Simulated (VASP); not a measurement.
# Cd (P6_3/mmc) in VASP: a series of runs

The runs below take Cd through single point, with LDA.

Program: VASP 6.6.1. These are calculated values, not measurements. Logs are shortened: lines on timing, memory, paths and dates and some standing lists are left out, and cuts for length are marked.

## (1) The cell of the first run

It takes space group P6_3/mmc (No. 194, hexagonal). The conventional cell has a = 2.882 Å, b = 2.882 Å, c = 5.638 Å, α = 90.00°, β = 90.00°, γ = 120.00°. Within 3.8 Å of Cd (site symmetry -6m2) lie 12 Cd at 2.88 to 3.27 Å.

## (2) Single point, LDA

File INCAR:

```
  PREC = Accurate
  ENCUT = 520
  EDIFF = 1E-6
  ISMEAR = -1
  SIGMA = 0.1
  LREAL = False
  LASPH = True
  NELM = 100
  ALGO = Normal
  ISIF = 2
  LWAVE = False
  LCHARG = False
  NBANDS = 19
```

File KPOINTS:

```
Automatic mesh
0
Gamma
  2 2 1
```

File POSCAR:

```
Cd
1.0
    2.8818641727      0.0000000000      0.0000000000
   -1.4409320863      2.4957675838      0.0000000000
    0.0000000000      0.0000000000      5.6383707528
Cd
2
Direct
    0.3333333333      0.6666666667      0.2500000000
    0.6666666667      0.3333333333      0.7500000000
```

Potentials or basis: VASP PAW LDA potentials, release 64 (Cd).

On the command line:

```console
cat potpaw_LDA.64/Cd/POTCAR > POTCAR
mpirun -np 1 vasp_std > vasp.out
```

OUTCAR:

```text
PREC = Accurate
   ENCUT = 520
   EDIFF = 1E-6
   ISMEAR = -1
   LREAL = False
   LASPH = True
   NELM = 100
   ISIF = 2

 ion  position               nearest neighbor table
   1  0.333  0.667  0.250-   2 3.27   2 3.27   2 3.27   2 3.27   2 3.27   2 3.27
   2  0.667  0.333  0.750-   1 3.27   1 3.27   1 3.27   1 3.27   1 3.27   1 3.27

  LATTYP: Found a hexagonal cell.
 ALAT       =     2.8818641727
 C/A-ratio  =     1.9565012141

  Lattice vectors:

 A1 = (   2.8818641727,   0.0000000000,   0.0000000000)
 A2 = (  -1.4409320863,   2.4957675838,   0.0000000000)
 A3 = (   0.0000000000,   0.0000000000,   5.6383707528)

Analysis of symmetry for initial positions (statically):
=====================================================================
 Subroutine PRICEL returns:
 Original cell was already a primitive cell.

 Routine SETGRP: Setting up the symmetry group for a
 hexagonal supercell.

 Subroutine GETGRP returns: Found 24 space group operations
 (whereof 12 operations were pure point group operations)
 out of a pool of 24 trial point group operations.

The static configuration has the point symmetry D_3d.
 The point group associated with its full space group is D_6h.

Analysis of symmetry for dynamics (positions and initial velocities):
=====================================================================
 Subroutine PRICEL returns:
 Original cell was already a primitive cell.

 Routine SETGRP: Setting up the symmetry group for a
 hexagonal supercell.

 Subroutine GETGRP returns: Found 24 space group operations
 (whereof 12 operations were pure point group operations)
 out of a pool of 24 trial point group operations.

The dynamic configuration has the point symmetry D_3d.
 The point group associated with its full space group is D_6h.

 Subroutine INISYM returns: Found 24 space group operations
 (whereof 12 operations are pure point group operations),
 and found     1 'primitive' translations

----------------------------------------------------------------------------------------

                                     Primitive cell

  volume of cell :      40.5538

  direct lattice vectors                    reciprocal lattice vectors
     2.881864173  0.000000000  0.000000000     0.346997617  0.200339167  0.000000000
    -1.440932086  2.495767584  0.000000000     0.000000000  0.400678335  0.000000000
     0.000000000  0.000000000  5.638370753     0.000000000  0.000000000  0.177356198

[... 62 lines left out ...]
   EDIFFG = 0.1E-04   stopping-criterion for IOM
   NSW    =      0    number of steps for IOM
   IBRION =     -1    ionic relax: 0-MD 1-quasi-New 2-CG
   NFREE  =      0    steps in history (QN), initial steepest desc. (CG)
   ISIF   =      2    stress and relaxation
   ISYM   =      2    0-nonsym 1-usesym 2-fastsym
   POTIM  = 0.5000    time-step for ionic-motion
   TEBEG  =    0.0;   TEEND  =   0.0 temperature during run
   PSTRESS=    0.0 pullay stress
   NELECT =      24.0000    total number of electrons
   NUPDOWN=      -1.0000    fix difference up-down
   EMIN   =  10.00;   EMAX   =-10.00  energy-range for DOS
   EFERMI =   0.00;   METHOD = LEGACY
   ISMEAR =    -1;   SIGMA  =   0.10  broadening in eV -4-tet -1-fermi 0-gaus
   EFERMI_NEDOS =   21; number of points for ismear=-14 and -15
   IALGO  =     38    algorithm
   IMIX   =      4    mixing-type and parameters
     AMIX     =   0.40;   BMIX     =  1.00
     AMIX_MAG =   1.60;   BMIX_MAG =  1.00
  volume/ion in A,a.u.               =      20.28       136.84
  Fermi-wavevector in a.u.,A,eV,Ry     =   1.374469  2.597369 25.703635  1.889164
  Thomas-Fermi vector in A             =   2.499892
   LORBIT       =      0    0 simple, 1 ext, 2 COOP (PROOUT), +10 PAW based schemes
   GGA     = CA    functional components
   LHFCALC =     F    Hartree Fock is set to
   AEXX    =    0.0000 exact exchange contribution
   IVDW    =     0    specifies the selected vdW correction
   LEPSILON=     F    determine dielectric tensor
   LRPA    =     F    only Hartree local field effects (RPA)
 non-spin polarized calculation
  energy-cutoff  :      520.00
  volume of cell :       40.55
 maximum number of plane-waves:      1092
 NGX is ok and might be reduce to    24
   NGX = 11   NGY = 11   NGZ = 21

 number of electron      23.9999994 magnetization

 Free energy of the ion-electron system (eV)
  ---------------------------------------------------
  ext. energy  EPLUGINS =         0.00000000
  ---------------------------------------------------
  free energy    TOTEN  =        -1.22629372 eV

  energy without entropy =       -1.13027309  energy(sigma->0) =       -1.17828340

 E-fermi :   1.5389     XC(G=0): -11.7095

 val. band max:        1.4694091898   @ k =   0.5000   0.0000   0.0000
 cond. band min:       5.0660853738   @ k =   0.5000   0.0000   0.0000
 fundamental gap:      3.5966761839
 Fermi energy:         1.5389276273

 k-point     1 :       0.0000    0.0000    0.0000
  band No.  band energies     occupation
      1      -7.0185      2.00000
      2      -6.8007      2.00000
      3      -6.2196      2.00000
      4      -6.2196      2.00000
      5      -6.1702      2.00000
      6      -6.1702      2.00000
[... 11 lines left out ...]
     18      19.3225      0.00000
     19      19.5423      0.00000

 k-point     2 :       0.5000    0.0000    0.0000
  band No.  band energies     occupation
      1      -7.1667      2.00000
      2      -6.9844      2.00000
      3      -6.6798      2.00000
      4      -6.1710      2.00000
      5      -5.8288      2.00000
      6      -5.7408      2.00000
[... 11 lines left out ...]
     18      16.6249      0.00000
     19      17.0249      0.00000

------------------------ aborting loop because EDIFF is reached ----------------------------------------

  FORCE on cell =-STRESS in cart. coord.  units (eV):
  Direction    XX          YY          ZZ          XY          YZ          ZX
  --------------------------------------------------------------------------------------
  -------------------------------------------------------------------------------------
  Total        4.5289563      4.5289563     -4.1309629      0.0000000     -0.0000000      0.0000000
  in kB      178.9276396    178.9276395   -163.2039243      0.0000000     -0.0000000      0.0000000
  external PRESSURE =      64.8837849 kB  Pullay stress =       0.0000000 kB

 VOLUME and BASIS-vectors are now :
 -----------------------------------------------------------------------------
  energy-cutoff  :      520.00
  volume of cell :       40.55
      direct lattice vectors                 reciprocal lattice vectors
     2.881864173  0.000000000  0.000000000     0.346997617  0.200339167  0.000000000
    -1.440932086  2.495767584  0.000000000     0.000000000  0.400678335  0.000000000
     0.000000000  0.000000000  5.638370753     0.000000000  0.000000000  0.177356198

 POSITION                                       TOTAL-FORCE (eV/Angst)
 -----------------------------------------------------------------------------------
     -0.00000      1.66385      1.40959         0.000000     -0.000000      0.000000
      1.44093      0.83192      4.22878        -0.000000      0.000000      0.000000
 -----------------------------------------------------------------------------------
    total drift:                               -0.000000      0.000000     -0.000000

  FREE ENERGIE OF THE ION-ELECTRON SYSTEM (eV)
  ---------------------------------------------------
  free  energy   TOTEN  =        -1.2262937211 eV

  energy  without entropy=       -1.1302730861  energy(sigma->0) =       -1.17828340
```

Run time: 2.4 s. Hardware: 1 thread of Intel Xeon Platinum 8259CL at 2.50GHz (Skylake/Cascade Lake), shared host; peak memory 0.13 GiB.

Results:

```
Free energy            : -1.2263 eV
Pressure               : 6.5 GPa
Band gap on the k mesh : zero (band 12 reaches 1.47 eV, above the bottom of band 13 at -0.23 eV)
```

Levels at points of the mesh, in eV from the Fermi level:
| k point | band 9 | band 10 | band 11 | band 12 | band 13 | band 14 | band 15 | band 16 |
| --- | --- | --- | --- | --- | --- | --- | --- | --- |
| (0.00, 0.00, 0.00) | -7.04 | -6.80 | -6.80 | -1.78 | -1.77 | 11.55 | 16.33 | 16.78 |
| (0.50, 0.00, 0.00) | -6.47 | -6.45 | -0.77 | -0.07 | 3.53 | 4.75 | 4.96 | 7.12 |

Caveat: the k points lie up to 1.26 Å⁻¹ apart.

## (3) Single point, LDA

File INCAR:

```
SYSTEM = Cd
PREC     = Accurate       ! precision mode
ENCUT    = 520            ! plane-wave cutoff, eV
EDIFF    = 1E-6           ! SCF threshold, eV
ISMEAR   = -1             ! smearing method
SIGMA    = 0.1            ! smearing width, eV
LREAL    = .FALSE.        ! projectors in reciprocal space
LASPH    = .TRUE.         ! aspherical terms in the spheres
NELM     = 80             ! most SCF steps
ALGO     = Normal         ! electronic algorithm
ISIF     = 2              ! what is computed and relaxed
LWAVE    = .FALSE.        ! write WAVECAR
LCHARG   = .FALSE.        ! write CHGCAR
GGA      = CA             ! functional
NBANDS   = 19             ! bands
```

File KPOINTS:

```
regular mesh
0
G
  3 3 2
  0 0 0
```

POSCAR is that of step 2.

Potentials or basis: VASP PAW LDA potentials, release 64 (Cd).

On the command line:

```console
cat potpaw_LDA.64/Cd/POTCAR > POTCAR
mpirun -np 1 vasp_std > vasp.out
```

Wall time 3.7 s (1 thread of Intel Xeon Platinum 8259CL at 2.50GHz (Skylake/Cascade Lake), shared host); peak memory 0.13 GiB.

The run converged. Its results:

```yaml
Free_energy: -2.6366 eV
Pressure: 3.6 GPa
Band_gap_on_the_k_mesh: zero (band 12 reaches 4.44 eV, above the bottom of band 13 at -0.21 eV)
```

Stress tensor (GPa, compression positive):
```
-1.65  0.00  0.00
 0.00 -1.65  0.00
 0.00  0.00 14.12
```

Levels at points of the mesh, in eV from the Fermi level:
```tsv
k point	band 10	band 11	band 12	band 13	band 14	band 15
(0.00, 0.00, 0.00)	-8.89	-8.89	-3.86	-3.85	9.47	14.24
(0.00, 0.00, 0.50)	-9.00	-8.19	-8.19	2.86	2.86	15.01
```

Caveat: the k points lie up to 0.84 Å⁻¹ apart.

## (4) Single point, LDA

File INCAR:

```
PREC = Accurate
ENCUT = 520
EDIFF = 1E-6
ISMEAR = -1
SIGMA = 0.1
LREAL = F
LASPH = T
NELM = 100
ALGO = Normal
ISIF = 2
LWAVE = F
LCHARG = T
LELF = T
LVHAR = T
NBANDS = 19
```

File KPOINTS:

```
regular mesh
0
Gamma
  5 5 2
```

POSCAR is that of step 3.

On the command line:

```console
cat potpaw_LDA.64/Cd/POTCAR > POTCAR
mpirun -np 1 vasp_std > vasp.out
```

Run time: 5.6 s. Hardware: 1 thread of Intel Xeon Platinum 8259CL at 2.50GHz (Skylake/Cascade Lake), shared host; peak memory 0.14 GiB.

The run converged. Its results:

| Property | Result |
| --- | --- |
| Free energy | -2.8564 eV |
| Pressure | 1.9 GPa |
| Band gap on the k mesh | zero (band 12 reaches 2.89 eV, above the bottom of band 13 at -0.21 eV) |

Stress tensor (GPa, compression positive):
```
2.00 0.00 0.00
0.00 2.00 0.00
0.00 0.00 1.64
```

Levels at points of the mesh, in eV from the Fermi level:
| k point | band 8 | band 9 | band 10 | band 11 | band 12 | band 13 | band 14 | band 15 | band 16 | band 17 |
| --- | --- | --- | --- | --- | --- | --- | --- | --- | --- | --- |
| (0.00, 0.00, 0.00) | -8.41 | -8.41 | -8.17 | -8.17 | -3.16 | -3.10 | 10.22 | 14.99 | 15.48 | 16.43 |
| (0.00, 0.00, 0.50) | -8.28 | -8.28 | -8.28 | -7.47 | -7.47 | 3.59 | 3.59 | 15.79 | 15.79 | 17.34 |

Caveat: the k points lie up to 0.56 Å⁻¹ apart.

## (5) Single point, LDA

File INCAR:

```
SYSTEM = Cd
ALGO = Normal
EDIFF = 1E-6
ENCUT = 520
ISIF = 2
ISMEAR = -1
LASPH = .True.
LCHARG = .True.
LELF = .True.
LREAL = .False.
LVHAR = .True.
LWAVE = .False.
NBANDS = 19
NELM = 60
PREC = Accurate
SIGMA = 0.1
```

File KPOINTS:

```
k-points
0
Gamma
  6 6 3
  0 0 0
```

POSCAR is that of step 4.

On the command line:

```console
cat potpaw_LDA.64/Cd/POTCAR > POTCAR
mpirun -np 1 vasp_std > vasp.out
```

Wall time 7 s (1 thread of Intel Xeon Platinum 8259CL at 2.50GHz (Skylake/Cascade Lake), shared host); peak memory 0.14 GiB.

Results (log left out):

```yaml
Free_energy: -3.0442 eV
Pressure: 0.7 GPa
Band_gap_on_the_k_mesh: zero (band 12 reaches 4.02 eV, above the bottom of band 13 at -0.22 eV)
```

Stress tensor (GPa, compression positive):
```
 1.30  0.00  0.00
 0.00  1.30  0.00
 0.00  0.00 -0.43
```

Levels at points of the mesh, in eV from the Fermi level:
| k point | band 8 | band 9 | band 10 | band 11 | band 12 | band 13 | band 14 | band 15 | band 16 | band 17 |
| --- | --- | --- | --- | --- | --- | --- | --- | --- | --- | --- |
| (0.00, 0.00, 0.00) | -9.17 | -9.17 | -8.93 | -8.93 | -3.89 | -3.87 | 9.46 | 14.22 | 14.70 | 15.68 |
| (0.50, 0.00, 0.00) | -8.99 | -8.61 | -8.59 | -2.87 | -2.17 | 1.43 | 2.64 | 2.87 | 5.00 | 8.62 |

Caveat: the k points lie up to 0.42 Å⁻¹ apart.

## (6) Single point, LDA

File INCAR:

```
SYSTEM = Cd
  PREC = Accurate
  ENCUT = 520
  EDIFF = 1E-6
  ISMEAR = -1
  SIGMA = 0.1
  LREAL = .False.
  LASPH = .True.
  NELM = 80
  ALGO = Normal
  ISIF = 2
  LWAVE = .False.
  LCHARG = .False.
  NBANDS = 19
```

File KPOINTS:

```
Automatic mesh
0
Gamma
  8 8 4
  0 0 0
```

POSCAR is that of step 5.

Potentials or basis: VASP PAW LDA potentials, release 64 (Cd).

On the command line:

```console
cat potpaw_LDA.64/Cd/POTCAR > POTCAR
mpirun -np 1 vasp_std > vasp.out
```

It took 12 s on 1 thread of Intel Xeon Platinum 8259CL at 2.50GHz (Skylake/Cascade Lake), shared host; peak memory 0.14 GiB.

The run converged. Its results:

| Quantity | Value |
| --- | --- |
| Free energy | -2.9916 eV |
| Pressure | 1.2 GPa |
| Band gap on the k mesh | zero (band 12 reaches 3.95 eV, above the bottom of band 13 at -0.22 eV) |

Stress tensor (GPa, compression positive):
```
 2.88  0.00  0.00
 0.00  2.88  0.00
 0.00  0.00 -2.25
```

Levels at points of the mesh, in eV from the Fermi level:
```
           k point  band 8  band 9  band 10  band 11  band 12  band 13  band 14  band 15  band 16  band 17
(0.00, 0.00, 0.00)   -8.73   -8.73    -8.49    -8.49    -3.47    -3.43     9.89    14.67    15.16    16.11
(0.50, 0.00, 0.00)   -8.55   -8.14    -8.12    -2.42    -1.72     1.89     3.05     3.33     5.42     9.06
(0.00, 0.00, 0.50)   -8.60   -8.60    -8.60    -7.80    -7.80     3.27     3.27    15.46    15.46    17.02
(0.50, 0.00, 0.50)   -8.53   -8.12    -8.12    -1.68    -1.68     0.34     0.34     7.95     7.95    10.69
```

## (7) Summary

| k mesh | gap on the mesh (eV) | pressure (GPa) |
| --- | --- | --- |
| 2 × 2 × 1 | none | 6.5 |
| 3 × 3 × 2 | none | 3.6 |
| 5 × 5 × 2 | none | 1.9 |
| 6 × 6 × 3 | none | 0.7 |
| 8 × 8 × 4 | none | 1.2 |

Alike in all rows: task single point; level LDA; potentials or basis VASP PAW LDA potentials, release 64 (Cd); no spin polarisation; cell as given; cutoff (eV) 520; smearing fermi-dirac 0.1 eV.

Caveats: some runs use coarse meshes.

Total energies depend on the potentials used, so only differences within one code and one set of settings carry meaning.
